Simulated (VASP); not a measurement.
# Ti12H in VASP: single point with PBE

Aim: the single point of Ti12H with PBE.

All numbers are computed with VASP 6.6.1; they aren't measurements. Logs are shortened: lines on timing, memory, paths and dates and some standing lists are left out, and cuts for length are marked.

## (1) The cell of the first run

The cell holds a slab with vacuum, 13 atoms: a = 5.876 Å, b = 4.650 Å, c = 21.284 Å, α = 90.00°, β = 90.00°, γ = 90.00°.

## (2) Single point, PBE

The input, INCAR:

```
SYSTEM = Ti12H
PREC = Accurate
ENCUT = 520
EDIFF = 1E-6
ISMEAR = 0
SIGMA = 0.1
LREAL = .False.
LASPH = .True.
NELM = 80
ALGO = Normal
ISIF = 2
LWAVE = .False.
LCHARG = .True.
LDIPOL = .True.
IDIPOL = 3
DIPOL = 0.5 0.5 0.340
GGA = PE
LELF = .True.
LVHAR = .True.
LVACPOTAV = .True.
NBANDS = 84
```

The input, KPOINTS:

```
regular mesh
0
Gamma
  5 6 1
  0 0 0
```

The input, POSCAR:

```
Ti12H
1.0
    5.8763264169      0.0000000000      0.0000000000
    0.0000000000      4.6504654180      0.0000000000
    0.0000000000      0.0000000000     21.2842241737
Ti H
12 1
Direct
    0.0000000000      0.7500000000      0.1879326194
    0.5000000000      0.7500000000      0.1879326194
    0.2500000000      0.2500000000      0.2277825407
    0.7500000000      0.2500000000      0.2277825407
    0.2500000000      0.7500000000      0.3074823835
    0.7500000000      0.7500000000      0.3074823835
    0.0000000000      0.2500000000      0.3461291986
    0.5000000000      0.2500000000      0.3461291986
    0.0000000000      0.7500000000      0.4220680061
    0.5000000000      0.7500000000      0.4220680061
    0.2500000000      0.2500000000      0.4596937193
    0.7500000000      0.2500000000      0.4596937193
    0.5000000000      0.2500000000      0.5168842684
```

Potentials or basis: VASP PAW PBE potentials, release 64 (Ti_sv, H).

The run is started by

```console
> cat potpaw_PBE.64/Ti_sv/POTCAR potpaw_PBE.64/H/POTCAR > POTCAR
> mpirun -np 1 vasp_std > vasp.out
```

OUTCAR:

```text
SYSTEM = Ti12H
   PREC = Accurate
   ENCUT = 520
   EDIFF = 1E-6
   ISMEAR = 0
   LREAL = .False.
   LASPH = .True.
   NELM = 80
   ISIF = 2
   GGA = PE

 ion  position               nearest neighbor table
   1  0.000  0.750  0.188-   3 2.88   4 2.88   3 2.88   4 2.88
   2  0.500  0.750  0.188-   3 2.88   4 2.88   3 2.88   4 2.88
   3  0.250  0.250  0.228-   1 2.88   2 2.88   1 2.88   2 2.88   5 2.88   5 2.88   8 2.92   7 2.92

   4  0.750  0.250  0.228-   1 2.88   2 2.88   1 2.88   2 2.88   6 2.88   6 2.88   8 2.92   7 2.92

   5  0.250  0.750  0.307-   9 2.85  10 2.85   7 2.87   8 2.87   7 2.87   8 2.87   3 2.88   3 2.88

   6  0.750  0.750  0.307-   9 2.85  10 2.85   7 2.87   8 2.87   7 2.87   8 2.87   4 2.88   4 2.88

   7  0.000  0.250  0.346-  11 2.83  12 2.83   9 2.83   9 2.83   5 2.87   5 2.87   6 2.87   6 2.87
                             3 2.92   4 2.92
   8  0.500  0.250  0.346-  11 2.83  12 2.83  10 2.83  10 2.83   5 2.87   5 2.87   6 2.87   6 2.87
                             3 2.92   4 2.92
   9  0.000  0.750  0.422-   7 2.83   7 2.83   5 2.85   6 2.85  12 2.86  11 2.86  11 2.86  12 2.86

  10  0.500  0.750  0.422-   8 2.83   8 2.83   5 2.85   6 2.85  12 2.86  11 2.86  11 2.86  12 2.86

  11  0.250  0.250  0.460-   7 2.83   8 2.83   9 2.86  10 2.86   9 2.86  10 2.86
  12  0.750  0.250  0.460-   7 2.83   8 2.83   9 2.86  10 2.86   9 2.86  10 2.86
  13  0.500  0.250  0.517-

  LATTYP: Found a simple orthorhombic cell.
 ALAT       =     4.6504654180
 B/A-ratio  =     1.2635996376
 C/A-ratio  =     4.5767944196

  Lattice vectors:

 A1 = (   0.0000000000,  -4.6504654180,   0.0000000000)
 A2 = (   5.8763264169,   0.0000000000,   0.0000000000)
 A3 = (   0.0000000000,   0.0000000000,  21.2842241737)

Analysis of symmetry for initial positions (statically):
=====================================================================
 Subroutine PRICEL returns:
 Original cell was already a primitive cell.

 Routine SETGRP: Setting up the symmetry group for a
 simple orthorhombic supercell.

 Subroutine GETGRP returns: Found  4 space group operations
 (whereof  2 operations were pure point group operations)
 out of a pool of  8 trial point group operations.

The static configuration has the point symmetry C_1h.
 The point group associated with its full space group is C_2v.

Analysis of symmetry for dynamics (positions and initial velocities):
=====================================================================
 Subroutine PRICEL returns:
 Original cell was already a primitive cell.

 Routine SETGRP: Setting up the symmetry group for a
 simple orthorhombic supercell.

 Subroutine GETGRP returns: Found  4 space group operations
 (whereof  2 operations were pure point group operations)
 out of a pool of  8 trial point group operations.

The dynamic configuration has the point symmetry C_1h.
 The point group associated with its full space group is C_2v.

 Subroutine INISYM returns: Found  4 space group operations
 (whereof  2 operations are pure point group operations),
 and found     1 'primitive' translations

----------------------------------------------------------------------------------------

                                     Primitive cell

  volume of cell :     581.6479

  direct lattice vectors                    reciprocal lattice vectors
     5.876326417  0.000000000  0.000000000     0.170174345  0.000000000  0.000000000
     0.000000000  4.650465418  0.000000000     0.000000000  0.215032241  0.000000000
     0.000000000  0.000000000 21.284224174     0.000000000  0.000000000  0.046983155

  length of vectors
     5.876326417  4.650465418 21.284224174     0.170174345  0.215032241  0.046983155

  position of ions in fractional coordinates (direct lattice)
     0.000000000  0.750000000  0.187932619
     0.500000000  0.750000000  0.187932619
     0.250000000  0.250000000  0.227782541
     0.750000000  0.250000000  0.227782541
     0.250000000  0.750000000  0.307482384
     0.750000000  0.750000000  0.307482384
     0.000000000  0.250000000  0.346129199
     0.500000000  0.250000000  0.346129199
     0.000000000  0.750000000  0.422068006
     0.500000000  0.750000000  0.422068006
     0.250000000  0.250000000  0.459693719
     0.750000000  0.250000000  0.459693719
     0.500000000  0.250000000  0.516884268

  ion indices of the primitive-cell ions
   primitive index   ion index
                 1           1
                 2           2
                 3           3
                 4           4
                 5           5
                 6           6
                 7           7
                 8           8
                 9           9
                10          10
                11          11
                12          12
                13          13

----------------------------------------------------------------------------------------

 KPOINTS: regular mesh

Automatic generation of k-mesh.
 Grid dimensions read from file:
 generate k-points for:    5    6    1

 Generating k-lattice:

  Cartesian coordinates                     Fractional coordinates (reciprocal lattice)
     0.034034869  0.000000000  0.000000000     0.200000000  0.000000000  0.000000000
     0.000000000  0.035838707  0.000000000     0.000000000  0.166666667  0.000000000
     0.000000000  0.000000000  0.046983155     0.000000000  0.000000000  1.000000000

  Length of vectors
     0.034034869  0.035838707  0.046983155

  Shift w.r.t. Gamma in fractional coordinates (k-lattice)
     0.000000000  0.000000000  0.000000000

 Subroutine IBZKPT returns following result:
 ===========================================

 Found     12 irreducible k-points:

 Following reciprocal coordinates:
            Coordinates               Weight
  0.000000  0.000000  0.000000      1.000000
  0.200000  0.000000  0.000000      2.000000
  0.400000  0.000000  0.000000      2.000000
  0.000000  0.166667  0.000000      2.000000
  0.200000  0.166667  0.000000      4.000000
  0.400000  0.166667  0.000000      4.000000
  0.000000  0.333333  0.000000      2.000000
  0.200000  0.333333  0.000000      4.000000
  0.400000  0.333333  0.000000      4.000000
  0.000000  0.500000  0.000000      1.000000
  0.200000  0.500000  0.000000      2.000000
  0.400000  0.500000  0.000000      2.000000
   k-points           NKPTS =     12   k-points in BZ     NKDIM =     12   number of bands    NBANDS=     84
   number of dos      NEDOS =    301   number of ions     NIONS =     13
   total plane-waves  NPLWV = 276480
   dimension x,y,z NGX =    48 NGY =   36 NGZ =  160
   dimension x,y,z NGXF=    96 NGYF=   72 NGZF=  320
   ions per type =              12   1
   NGX,Y,Z   is equivalent  to a cutoff of  13.58, 12.87, 12.50 a.u.
   NGXF,Y,Z  is equivalent  to a cutoff of  27.16, 25.74, 24.99 a.u.
 SYSTEM =  Ti12H
   PREC   = accura    normal or accurate (medium, high low for compatibility)
   ISTART =      0    job   : 0-new  1-cont  2-samecut
   ICHARG =      2    charge: 1-file 2-atom 10-const
   ISPIN  =      1    spin polarized calculation?
   LNONCOLLINEAR =      F non collinear calculations
   LSORBIT =      F    spin-orbit coupling
   LASPH  =      T    aspherical Exc in radial PAW
   ENCUT  =  520.0 eV  38.22 Ry    6.18 a.u.  10.93  8.65 39.57*2*pi/ulx,y,z
   NELM   =     80;   NELMIN=  2; NELMDL= -5     # of ELM steps
   EDIFF  = 0.1E-05   stopping-criterion for ELM
   LREAL  =      F    real-space projection
   EDIFFG = 0.1E-04   stopping-criterion for IOM
   NSW    =      0    number of steps for IOM
   IBRION =     -1    ionic relax: 0-MD 1-quasi-New 2-CG
   NFREE  =      0    steps in history (QN), initial steepest desc. (CG)
   ISIF   =      2    stress and relaxation
   ISYM   =      2    0-nonsym 1-usesym 2-fastsym
   POTIM  = 0.5000    time-step for ionic-motion
   TEBEG  =    0.0;   TEEND  =   0.0 temperature during run
   PSTRESS=    0.0 pullay stress
   NELECT =     145.0000    total number of electrons
   NUPDOWN=      -1.0000    fix difference up-down
   EMIN   =  10.00;   EMAX   =-10.00  energy-range for DOS
   EFERMI =   0.00;   METHOD = LEGACY
   ISMEAR =     0;   SIGMA  =   0.10  broadening in eV -4-tet -1-fermi 0-gaus
   EFERMI_NEDOS =   21; number of points for ismear=-14 and -15
   IALGO  =     38    algorithm
   IMIX   =      4    mixing-type and parameters
     AMIX     =   0.40;   BMIX     =  1.00
     AMIX_MAG =   1.60;   BMIX_MAG =  1.00
  volume/ion in A,a.u.               =      44.74       301.93
  Fermi-wavevector in a.u.,A,eV,Ry     =   1.030333  1.947046 14.443745  1.061585
  Thomas-Fermi vector in A             =   2.164425
   LORBIT       =      0    0 simple, 1 ext, 2 COOP (PROOUT), +10 PAW based schemes
   GGA     = PE    functional components
   LHFCALC =     F    Hartree Fock is set to
   AEXX    =    0.0000 exact exchange contribution
   IVDW    =     0    specifies the selected vdW correction
   LEPSILON=     F    determine dielectric tensor
   LRPA    =     F    only Hartree local field effects (RPA)
 non-spin polarized calculation
 Gauss-broadening in eV      SIGMA  =   0.10
  energy-cutoff  :      520.00
  volume of cell :      581.65
 maximum number of plane-waves:     15708
 NGX is ok and might be reduce to    48
   NGX = 21   NGY = 17   NGZ = 79

 dipolmoment           0.000000      0.000000     -0.017168 electrons x Angstroem

 number of electron     145.0000022 magnetization

 dipolmoment           0.000000      0.000000      0.068683 electrons x Angstroem

 Free energy of the ion-electron system (eV)
  ---------------------------------------------------
  ext. energy  EPLUGINS =         0.00000000
  ---------------------------------------------------
  free energy    TOTEN  =       -91.34635431 eV

  energy without entropy =      -91.24936437  energy(sigma->0) =      -91.29785934

 E-fermi :   0.5699     XC(G=0):  -5.0899

 val. band max:        0.5684623143   @ k =   0.4000   0.1667   0.0000
 cond. band min:       0.5731573851   @ k =   0.4000   0.3333   0.0000
 fundamental gap:      0.0046950707
 Fermi energy:         0.5698815104

 k-point     1 :       0.0000    0.0000    0.0000
  band No.  band energies     occupation
      1     -56.4764      2.00000
      2     -56.4320      2.00000
      3     -56.3413      2.00000
      4     -56.2750      2.00000
      5     -56.2617      2.00000
      6     -56.2211      2.00000
[... 76 lines left out ...]
     83       1.4875      0.00000
     84       1.4974      0.00000

 k-point     2 :       0.2000    0.0000    0.0000
  band No.  band energies     occupation
      1     -56.4722      2.00000
      2     -56.4363      2.00000
      3     -56.3357      2.00000
      4     -56.2817      2.00000
      5     -56.2577      2.00000
      6     -56.2224      2.00000
[... 859 lines left out ...]
     83       1.2668      0.00000
     84       1.4131      0.00000

 k-point    12 :       0.4000    0.5000    0.0000
  band No.  band energies     occupation
      1     -56.4559      2.00000
      2     -56.4446      2.00000
      3     -56.3019      2.00000
      4     -56.2892      2.00000
      5     -56.2463      2.00000
      6     -56.2078      2.00000
[... 76 lines left out ...]
     83       1.0215      0.00000
     84       1.0303      0.00000

------------------------ aborting loop because EDIFF is reached ----------------------------------------

  FORCE on cell =-STRESS in cart. coord.  units (eV):
  Direction    XX          YY          ZZ          XY          YZ          ZX
  --------------------------------------------------------------------------------------
  -------------------------------------------------------------------------------------
  Total       -4.9904626     -5.0187373     -1.1723237      0.0000000      0.0000000      0.0000000
  in kB      -13.7464713    -13.8243555     -3.2292226      0.0000000      0.0000000      0.0000000
  external PRESSURE =     -10.2666832 kB  Pullay stress =       0.0000000 kB

 VOLUME and BASIS-vectors are now :
 -----------------------------------------------------------------------------
  energy-cutoff  :      520.00
  volume of cell :      581.65
      direct lattice vectors                 reciprocal lattice vectors
     5.876326417  0.000000000  0.000000000     0.170174345  0.000000000  0.000000000
     0.000000000  4.650465418  0.000000000     0.000000000  0.215032241  0.000000000
     0.000000000  0.000000000 21.284224174     0.000000000  0.000000000  0.046983155

 POSITION                                       TOTAL-FORCE (eV/Angst)
 -----------------------------------------------------------------------------------
      0.00000      3.48785      4.00000         0.000000      0.000000      0.320725
      2.93816      3.48785      4.00000         0.000000      0.000000      0.319398
      1.46908      1.16262      4.84817         0.006517     -0.000000      0.077672
      4.40724      1.16262      4.84817        -0.006517     -0.000000      0.077672
      1.46908      3.48785      6.54452        -0.027412      0.000000     -0.420518
      4.40724      3.48785      6.54452         0.027412      0.000000     -0.420518
      0.00000      1.16262      7.36709         0.000000      0.000000     -0.071847
      2.93816      1.16262      7.36709         0.000000      0.000000     -0.107487
      0.00000      3.48785      8.98339         0.000000      0.000000     -0.161526
      2.93816      3.48785      8.98339         0.000000      0.000000     -0.096417
      1.46908      1.16262      9.78422         0.586146      0.000000      0.234330
      4.40724      1.16262      9.78422        -0.586146      0.000000      0.234330
      2.93816      1.16262     11.00148         0.000000      0.000000      0.014187
 -----------------------------------------------------------------------------------
    total drift:                                0.000000      0.000000      0.000465

  FREE ENERGIE OF THE ION-ELECTRON SYSTEM (eV)
  ---------------------------------------------------
  free  energy   TOTEN  =       -91.3463543108 eV

  energy  without entropy=      -91.2493643652  energy(sigma->0) =      -91.29785934

 vacuum level on the upper side and lower side of the slab         4.771         4.316
```

It took 57 min on 1 thread of Intel Xeon Platinum 8259CL at 2.50GHz (Skylake/Cascade Lake), shared host; peak memory 0.8 GiB.

Results:

* Free energy: -91.3464 eV
* Largest force: 0.631 eV/Å
* Band gap on the k mesh: zero (an odd number of electrons rules out a gap without spin polarisation)

Forces in eV/Å, atoms in the order of the input:
```
Ti   0.000  0.000  0.321
Ti   0.000  0.000  0.319
Ti   0.007  0.000  0.078
Ti  -0.007  0.000  0.078
Ti  -0.027  0.000 -0.421
Ti   0.027  0.000 -0.421
Ti   0.000  0.000 -0.072
Ti   0.000  0.000 -0.107
Ti   0.000  0.000 -0.162
Ti   0.000  0.000 -0.096
Ti   0.586  0.000  0.234
Ti  -0.586  0.000  0.234
H    0.000  0.000  0.014
```
